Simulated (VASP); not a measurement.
# Mg3SnO (Pm-3m) in VASP: single point with r2SCAN+rVV10

Aim: the single point of Mg3SnO with r2SCAN+rVV10.

Everything below comes from runs of VASP 6.6.1. Logs are shortened: lines on timing, memory, paths and dates and some standing lists are left out, and cuts for length are marked.

## (1) The cell of the first run

The structure is cubic, space group Pm-3m (No. 221). Conventional cell: a = 4.334 Å, b = 4.334 Å, c = 4.334 Å, α = 90.00°, β = 90.00°, γ = 90.00°. Within 4.0 Å of Sn (site symmetry m-3m) lie 12 Mg at 3.06 Å and 8 O at 3.75 Å. O (site symmetry m-3m) has 6 Mg at 2.17 Å within 2.9 Å. Mg (site symmetry 4/mmm) has 2 O at 2.17 Å within 2.9 Å.

## (2) Single point, r2SCAN+rVV10

POSCAR

```
Mg3SnO
1.0
    4.3341593612      0.0000000000      0.0000000000
    0.0000000000      4.3341593612      0.0000000000
    0.0000000000      0.0000000000      4.3341593612
Sn O Mg
1 1 3
Direct
    0.0000000000      0.0000000000      0.0000000000
    0.5000000000      0.5000000000      0.5000000000
    0.5000000000      0.5000000000      0.0000000000
    0.5000000000      0.0000000000      0.5000000000
    0.0000000000      0.5000000000      0.5000000000
```

INCAR.step1

```
SYSTEM = Mg3SnO
PREC = Accurate ; ENCUT = 520
ISMEAR = -1 ; SIGMA = 0.03
LREAL = .False. ; LASPH = .True.
NELM = 100 ; NBANDS = 21
GGA = PE ; ALGO = Normal
EDIFF = 1E-4 ; LWAVE = .True.
LCHARG = .False.
```

INCAR.step2

```
SYSTEM = Mg3SnO
PREC = Accurate ; ENCUT = 520
EDIFF = 1E-6 ; ISMEAR = -1
SIGMA = 0.03 ; LREAL = .False.
LASPH = .True. ; NELM = 100
ALGO = Normal ; ISIF = 2
LWAVE = .False. ; LCHARG = .False.
METAGGA = R2SCAN ; LMIXTAU = .True.
LUSE_VDW = .True. ; IVDW_NL = 2
BPARAM = 11.95 ; CPARAM = 0.0093
NBANDS = 21 ; ISTART = 1
```

KPOINTS

```
Automatic mesh
0
Gamma
  6 6 6
  0 0 0
```

Potentials or basis: VASP PAW PBE potentials, release 64 (Sn_d, O, Mg).

Launch:

```console
$ cat potpaw_PBE.64/Sn_d/POTCAR potpaw_PBE.64/O/POTCAR potpaw_PBE.64/Mg/POTCAR > POTCAR
$ cp INCAR.step1 INCAR
$ mpirun -np 1 vasp_std > vasp.out
$ cp INCAR.step2 INCAR
$ mpirun -np 1 vasp_std > vasp.out
```

OUTCAR:

```text
SYSTEM = Mg3SnO
   PREC = Accurate
   ENCUT = 520
   EDIFF = 1E-6
   ISMEAR = -1
   LREAL = .False.
   LASPH = .True.
   NELM = 100
   ISIF = 2
   METAGGA = R2SCAN
   IVDW_NL = 2
   BPARAM = 11.95
   ISTART = 1

 ion  position               nearest neighbor table
   1  0.000  0.000  0.000-   3 3.06   4 3.06   5 3.06   4 3.06   5 3.06   3 3.06   5 3.06   5 3.06
                             3 3.06   4 3.06   4 3.06   3 3.06
   2  0.500  0.500  0.500-   3 2.17   4 2.17   5 2.17   3 2.17   4 2.17   5 2.17
   3  0.500  0.500  0.000-   2 2.17   2 2.17   4 3.06   5 3.06   1 3.06   4 3.06   5 3.06   1 3.06
                             4 3.06   4 3.06   1 3.06   5 3.06   5 3.06   1 3.06
   4  0.500  0.000  0.500-   2 2.17   2 2.17   3 3.06   5 3.06   1 3.06   3 3.06   1 3.06   3 3.06
                             5 3.06   3 3.06   1 3.06   5 3.06   1 3.06   5 3.06
   5  0.000  0.500  0.500-   2 2.17   2 2.17   3 3.06   4 3.06   1 3.06   3 3.06   1 3.06   4 3.06
                             1 3.06   1 3.06   3 3.06   4 3.06   3 3.06   4 3.06

  LATTYP: Found a simple cubic cell.
 ALAT       =     4.3341593612

  Lattice vectors:

 A1 = (   4.3341593612,   0.0000000000,   0.0000000000)
 A2 = (   0.0000000000,   4.3341593612,   0.0000000000)
 A3 = (   0.0000000000,   0.0000000000,   4.3341593612)

Analysis of symmetry for initial positions (statically):
=====================================================================
 Subroutine PRICEL returns:
 Original cell was already a primitive cell.

 Routine SETGRP: Setting up the symmetry group for a
 simple cubic supercell.

 Subroutine GETGRP returns: Found 48 space group operations
 (whereof 48 operations were pure point group operations)
 out of a pool of 48 trial point group operations.

The static configuration has the point symmetry O_h .

Analysis of symmetry for dynamics (positions and initial velocities):
=====================================================================
 Subroutine PRICEL returns:
 Original cell was already a primitive cell.

 Routine SETGRP: Setting up the symmetry group for a
 simple cubic supercell.

 Subroutine GETGRP returns: Found 48 space group operations
 (whereof 48 operations were pure point group operations)
 out of a pool of 48 trial point group operations.

The dynamic configuration has the point symmetry O_h .

 Subroutine INISYM returns: Found 48 space group operations
[... 97 lines left out ...]
   NELM   =    100;   NELMIN=  2; NELMDL=  0     # of ELM steps
   EDIFF  = 0.1E-05   stopping-criterion for ELM
   LREAL  =      F    real-space projection
   EDIFFG = 0.1E-04   stopping-criterion for IOM
   NSW    =      0    number of steps for IOM
   IBRION =     -1    ionic relax: 0-MD 1-quasi-New 2-CG
   NFREE  =      0    steps in history (QN), initial steepest desc. (CG)
   ISIF   =      2    stress and relaxation
   ISYM   =      2    0-nonsym 1-usesym 2-fastsym
   POTIM  = 0.5000    time-step for ionic-motion
   TEBEG  =    0.0;   TEEND  =   0.0 temperature during run
   PSTRESS=    0.0 pullay stress
   NELECT =      26.0000    total number of electrons
   NUPDOWN=      -1.0000    fix difference up-down
   EMIN   =  10.00;   EMAX   =-10.00  energy-range for DOS
   EFERMI =   0.00;   METHOD = LEGACY
   ISMEAR =    -1;   SIGMA  =   0.03  broadening in eV -4-tet -1-fermi 0-gaus
   EFERMI_NEDOS =   21; number of points for ismear=-14 and -15
   IALGO  =     38    algorithm
   IMIX   =      4    mixing-type and parameters
     AMIX     =   0.40;   BMIX     =  1.00
     AMIX_MAG =   1.60;   BMIX_MAG =  1.00
  volume/ion in A,a.u.               =      16.28       109.89
  Fermi-wavevector in a.u.,A,eV,Ry     =   1.118994  2.114592 17.036500  1.252147
  Thomas-Fermi vector in A             =   2.255629
   LORBIT       =      0    0 simple, 1 ext, 2 COOP (PROOUT), +10 PAW based schemes
   METAGGA = R2SCAN    functional components
   LHFCALC =     F    Hartree Fock is set to
   AEXX    =    0.0000 exact exchange contribution
   IVDW_NL    =     2    kernel type
   BPARAM     =11.9500
   IVDW    =     0    specifies the selected vdW correction
   LEPSILON=     F    determine dielectric tensor
   LRPA    =     F    only Hartree local field effects (RPA)
 non-spin polarized calculation
  energy-cutoff  :      520.00
  volume of cell :       81.42
 maximum number of plane-waves:      2272
   NGX = 17   NGY = 17   NGZ = 17

 number of electron      25.9999996 magnetization

 Free energy of the ion-electron system (eV)
  ---------------------------------------------------
  ext. energy  EPLUGINS =         0.00000000
  ---------------------------------------------------
  free energy    TOTEN  =       -48.07234049 eV

  energy without entropy =      -48.06914287  energy(sigma->0) =      -48.07074168

 E-fermi :   6.3085     XC(G=0): -10.7199

 val. band max:        6.2879973666   @ k =   0.5000   0.3333   0.0000
 cond. band min:       6.6822185678   @ k =   0.5000   0.5000   0.0000
 fundamental gap:      0.3942212012
 Fermi energy:         6.3085469308

 k-point     1 :       0.0000    0.0000    0.0000
  band No.  band energies     occupation
      1     -15.0524      2.00000
      2     -15.0524      2.00000
      3     -15.0524      2.00000
      4     -15.0509      2.00000
      5     -15.0509      2.00000
      6     -14.8493      2.00000
[... 469 lines left out ...]
     20      17.3693      0.00000
     21      18.4704      0.00000

------------------------ aborting loop because EDIFF is reached ----------------------------------------

  FORCE on cell =-STRESS in cart. coord.  units (eV):
  Direction    XX          YY          ZZ          XY          YZ          ZX
  --------------------------------------------------------------------------------------
  -------------------------------------------------------------------------------------
  Total       -0.2280806     -0.2280806     -0.2280806     -0.0000000     -0.0000000      0.0000000
  in kB       -4.4883257     -4.4883257     -4.4883257     -0.0000000     -0.0000000      0.0000000
  external PRESSURE =      -4.4883257 kB  Pullay stress =       0.0000000 kB

 VOLUME and BASIS-vectors are now :
 -----------------------------------------------------------------------------
  energy-cutoff  :      520.00
  volume of cell :       81.42
      direct lattice vectors                 reciprocal lattice vectors
     4.334159361  0.000000000  0.000000000     0.230725250  0.000000000  0.000000000
     0.000000000  4.334159361  0.000000000     0.000000000  0.230725250  0.000000000
     0.000000000  0.000000000  4.334159361     0.000000000  0.000000000  0.230725250

 POSITION                                       TOTAL-FORCE (eV/Angst)
 -----------------------------------------------------------------------------------
      0.00000      0.00000      0.00000         0.000000      0.000000      0.000000
      2.16708      2.16708      2.16708         0.000000      0.000000      0.000000
      2.16708      2.16708      0.00000         0.000000      0.000000      0.000000
      2.16708      0.00000      2.16708         0.000000      0.000000      0.000000
      0.00000      2.16708      2.16708         0.000000      0.000000      0.000000
 -----------------------------------------------------------------------------------
    total drift:                                0.000000      0.000000     -0.000000

  FREE ENERGIE OF THE ION-ELECTRON SYSTEM (eV)
  ---------------------------------------------------
  free  energy   TOTEN  =       -48.0723404915 eV

  energy  without entropy=      -48.0691428697  energy(sigma->0) =      -48.07074168
```

OUTCAR.step1:

```text
SYSTEM = Mg3SnO
   PREC = Accurate
   ENCUT = 520
   ISMEAR = -1
   LREAL = .False.
   LASPH = .True.
[... 708 lines left out ...]
      2.16708      2.16708      0.00000         0.000000      0.000000      0.000000
      2.16708      0.00000      2.16708         0.000000      0.000000      0.000000
      0.00000      2.16708      2.16708         0.000000      0.000000      0.000000
 -----------------------------------------------------------------------------------
    total drift:                                0.000000      0.000000     -0.000000

  FREE ENERGIE OF THE ION-ELECTRON SYSTEM (eV)
  ---------------------------------------------------
  free  energy   TOTEN  =       -18.4858679797 eV

  energy  without entropy=      -18.4834792406  energy(sigma->0) =      -18.48467361
```

OSZICAR.step1:

```text
N       E                     dE             d eps       ncg     rms          rms(c)
DAV:   1     0.184448061291E+03    0.18445E+03   -0.11979E+04   856   0.133E+03
DAV:   2     0.332066845643E+01   -0.18113E+03   -0.17110E+03   874   0.353E+02
DAV:   3    -0.198404636259E+02   -0.23161E+02   -0.22843E+02   970   0.111E+02
DAV:   4    -0.206378463363E+02   -0.79738E+00   -0.79606E+00  1028   0.217E+01
DAV:   5    -0.206583569716E+02   -0.20511E-01   -0.20510E-01  1011   0.363E+00    0.852E+00
DAV:   6    -0.185923436923E+02    0.20660E+01   -0.97041E+00   920   0.171E+01    0.359E+00
DAV:   7    -0.185410241571E+02    0.51320E-01   -0.99478E-01   915   0.546E+00    0.204E+00
DAV:   8    -0.185052562973E+02    0.35768E-01   -0.38615E-01   963   0.388E+00    0.988E-01
DAV:   9    -0.184851104668E+02    0.20146E-01   -0.10938E-01  1080   0.219E+00    0.240E-01
DAV:  10    -0.184863007471E+02   -0.11903E-02   -0.12940E-02   938   0.712E-01    0.161E-01
DAV:  11    -0.184858198250E+02    0.48092E-03   -0.27804E-03  1054   0.308E-01    0.265E-02
DAV:  12    -0.184858679797E+02   -0.48155E-04   -0.47902E-04   824   0.177E-01
   1 F= -.18485868E+02 E0= -.18484674E+02  d E =-.238874E-02
```

Wall time 89 s (1 thread of Intel Xeon Platinum 8488C (Sapphire Rapids), shared host); peak memory 0.33 GiB.

What came out:

```yaml
Free_energy: -48.0723 eV
Pressure: -0.4 GPa
Band_gap_on_the_k_mesh: zero (filled and empty bands touch)
```

Caveat: the PAW data sets were made with another functional, which shifts forces and pressure a little; spin-orbit coupling is left out, which moves the levels of the heavy elements.
